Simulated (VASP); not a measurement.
Runs of VASP 6.6.1 on Be. The structure is that of space group P4_2/mnm (No. 136), or close to it. The cells are those of the table. 

| task | cell | gap on the mesh (eV) | pressure (GPa) | largest force (eV/Å) |
| --- | --- | --- | --- | --- |
| single point | a = 3.747, b = 3.747, c = 2.258 Å, 4 atoms | none | 1.5 | (b) |
| electric field gradients | a = 3.759, b = 3.759, c = 2.289 Å, 4 atoms | none | -1.0 | 0.01 |
| electric field gradients | a = 3.722, b = 3.722, c = 2.266 Å, 4 atoms | none | (a) | 0.01 |
| electric field gradients | a = 3.772, b = 3.772, c = 2.296 Å, 4 atoms | none | -2.2 | 0.02 |
| single point | a = 3.696, b = 3.696, c = 2.250 Å, 4 atoms | none | 5.4 | 0.02 |
| single point | a = 3.784, b = 3.784, c = 2.281 Å, 4 atoms | none | -2.1 | 0.06 |
| electric field gradients | a = 3.696, b = 3.696, c = 2.250 Å, 4 atoms | none | 5.4 | 0.02 |

Alike in all rows: level PBE; potentials or basis VASP PAW PBE potentials, release 64 (Be); no spin polarisation; k mesh 9 × 9 × 14; cutoff (eV) 520; smearing fermi-dirac 0.05 eV.

**Question.** Estimate the missing entries.

**Answer.** (a) 2.6; (b) 0.04.

A gap of «none» marks levels without a gap at the run's occupations.
